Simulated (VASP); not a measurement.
A run of VASP 6.6.1 is set up as follows.

INCAR

```
  ALGO = Normal
  EDIFF = 1E-6
  ENCUT = 520
  GGA = PE
  ISIF = 2
  ISMEAR = -1
  LASPH = T
  LCHARG = F
  LREAL = F
  LWAVE = F
  NBANDS = 12
  NELM = 80
  PREC = Accurate
  SIGMA = 0.1
```

KPOINTS

```
k-points
0
Gamma
  8 8 5
```

The input POSCAR:

```
Sb
1.0
    3.3881606995      0.0000000000      0.0000000000
   -1.6940803497      2.9342332378      0.0000000000
    0.0000000000      0.0000000000      5.4904128590
Sb
2
Direct
    0.3333333333      0.6666666667      0.2500000000
    0.6666666667      0.3333333333      0.7500000000
```

Potentials or basis: VASP PAW PBE potentials, release 64 (Sb).

Command:

```bash
$ cat potpaw_PBE.64/Sb/POTCAR > POTCAR
$ mpirun -np 1 vasp_std > vasp.out
```

Problem. Estimate the pressure.

Solution. -0.1 GPa.

Problem. What does it give for the band gap on the k mesh?

Solution. Zero (band 5 reaches 12.32 eV, above the bottom of band 6 at 6.32 eV).

Caveat: spin-orbit coupling is left out, which moves the levels of the heavy elements.
